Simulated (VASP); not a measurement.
Here is a VASP 6.6.1 calculation.

INCAR

```
SYSTEM = BaY
PREC = Accurate
ENCUT = 520
EDIFF = 1E-7
ISMEAR = 0
SIGMA = 0.05
LREAL = .FALSE.
LASPH = .TRUE.
NELM = 80
ALGO = Normal
ISIF = 2
LWAVE = .FALSE.
LCHARG = .FALSE.
GGA = PE
NBANDS = 18
```

KPOINTS

```
Automatic mesh
0
G
  6 6 6
  0 0 0
```

Contents of POSCAR:

```
BaY
1.0
    4.2556898000      0.0000000000      0.0000000000
    0.0000000000      4.2556898000      0.0000000000
    0.0000000000      0.0000000000      4.4754226500
Ba Y
1 1
Direct
    0.0000000000      0.0000000000      0.0000000000
    0.5000000000      0.5000000000      0.5000000000
```

Potentials or basis: VASP PAW PBE potentials, release 64 (Ba_sv, Y_sv).

Launch:

```console
$ cat potpaw_PBE.64/Ba_sv/POTCAR potpaw_PBE.64/Y_sv/POTCAR > POTCAR
$ mpirun -np 1 vasp_std > vasp.out
```

Question: Estimate the pressure.

Answer: 1.4 GPa.

Stress tensor (GPa, compression positive):
```
1.59 0.00 0.00
0.00 1.59 0.00
0.00 0.00 1.04
```
